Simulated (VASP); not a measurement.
Here is a VASP 6.6.1 calculation.

File INCAR:

```
SYSTEM = Ta3F2
PREC = Accurate ; ENCUT = 600
EDIFF = 1E-6 ; ISMEAR = 0
SIGMA = 0.1 ; LREAL = .False.
LASPH = .True. ; NELM = 200
ALGO = Normal ; ISIF = 2
LWAVE = .False. ; LCHARG = .True.
ISPIN = 2 ; MAGMOM = 1 1 1 0 0
LORBIT = 11 ; LMAXMIX = 4
GGA = PE ; LELF = .True.
LVHAR = .True. ; NBANDS = 36
GGA_COMPAT = .False.
```

KPOINTS

```
Automatic mesh
0
Gamma
  6 6 2
  0 0 0
```

The input POSCAR:

```
Ta3F2
1.0
    2.8910273763      0.0000000000      0.0000000000
    1.0998265784      2.6742355455      0.0000000000
    0.8120052302      0.7584529100     10.7060025867
Ta F
3 2
Direct
    0.5329993182      0.5568179985      0.7844043602
    0.4670006818      0.4431820015      0.2155956398
    0.0000000000      0.0000000000      0.0000000000
    0.2124589751      0.2506820948      0.6506235142
    0.7875410249      0.7493179052      0.3493764858
```

Potentials or basis: VASP PAW PBE potentials, release 64 (Ta_pv, F).

Run with:

```sh
$ cat potpaw_PBE.64/Ta_pv/POTCAR potpaw_PBE.64/F/POTCAR > POTCAR
$ mpirun -np 1 vasp_std > vasp.out
```

(1) Predict the largest force.

(2) Predict the net moment.

## Answers

(1) 0.074 eV/Å.

(2) 0.00 μB per cell.

Caveat: the k points lie up to 0.39 Å⁻¹ apart.
